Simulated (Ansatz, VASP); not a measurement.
# Co: VASP beside Ansatz

INCAR

```
SYSTEM = Co
  PREC = Accurate
  ENCUT = 520
  EDIFF = 1E-6
  ISMEAR = -1
  SIGMA = 0.05
  LREAL = .FALSE.
  LASPH = .TRUE.
  NELM = 150
  ALGO = Normal
  ISIF = 2
  LWAVE = .FALSE.
  LCHARG = .TRUE.
  ISPIN = 2
  MAGMOM = 2 2 2 2
  LORBIT = 11
  LMAXMIX = 4
  GGA = PS
  LELF = .TRUE.
  LVHAR = .TRUE.
  NBANDS = 30
```

Contents of KPOINTS:

```
regular mesh
0
G
  12 12 4
  0 0 0
```

Contents of POSCAR:

```
Co
1.0
    2.4371717178      0.0000000000      0.0000000000
   -1.2185858589      2.1106526210      0.0000000000
    0.0000000000      0.0000000000      7.9789199430
Co
4
Direct
    0.6666666667      0.3333333333      0.7500000000
    0.0000000000      0.0000000000      0.5000000000
    0.3333333333      0.6666666667      0.2500000000
    0.0000000000      0.0000000000      0.0000000000
```

File input.yaml:

```yaml
crystal:
  lattice:
    - [2.4371717178, 0.0, 0.0]
    - [-1.2185858589, 2.110652621, 0.0]
    - [0.0, 0.0, 7.978919943]
  atoms:
    - { symbol: Co, position: [0.6666666667, 0.3333333333, 0.75], spin: 2.0 }
    - { symbol: Co, position: [0.0, 0.0, 0.5], spin: 2.0 }
    - { symbol: Co, position: [0.3333333333, 0.6666666667, 0.25], spin: 2.0 }
    - { symbol: Co, position: [0.0, 0.0, 0.0], spin: 2.0 }
kpoints:
  mp_grid: { grid: [12, 12, 4] }
scf:
  occupations: { method: fermi_dirac, width: 0.05 }
hamiltonian:
  xc: pbesol
  pseudopotentials: { kind: all_electron, lapw: { basis_error: 0.001 } }
magnetization:
  spin_polarized: true
output:
  forces: true
  stress: true
  eigenvalues: true
```

Change from the starting cell: volume scaled by 0.96.

Alike in both runs: task single point; functional PBEsol; k mesh 12 × 12 × 4; occupations fermi-dirac, width 0.05 eV; collinear spin.

|  | VASP | Ansatz |
| --- | --- | --- |
| version | VASP 6.6.1 | Ansatz 0.2.0 |
| potentials or method | VASP PAW PBE potentials, release 64 (Co), cutoff 520 eV | all-electron LAPW, scalar-relativistic |

```csv
,VASP,Ansatz,Ansatz less VASP
gap on the k mesh at the Fermi level (eV),none,none,-
pressure (GPa),2.4,3.4,+1.01
"traceless stress, the component that is largest in VASP (GPa)",-2.59,-2.68,-0.097
net moment per atom (μB),1.58,1.59,+0.012
size of the moment on the site where the two differ most (μB),1.59,1.65,+0.053
```

VASP's potentials were made for PBE, not for PBEsol. Site moments also hang on the region over which each program counts them. A gap of «none» marks a metal or a gap that the smearing closes. Ansatz ran all-electron here, and VASP with PAW potentials.
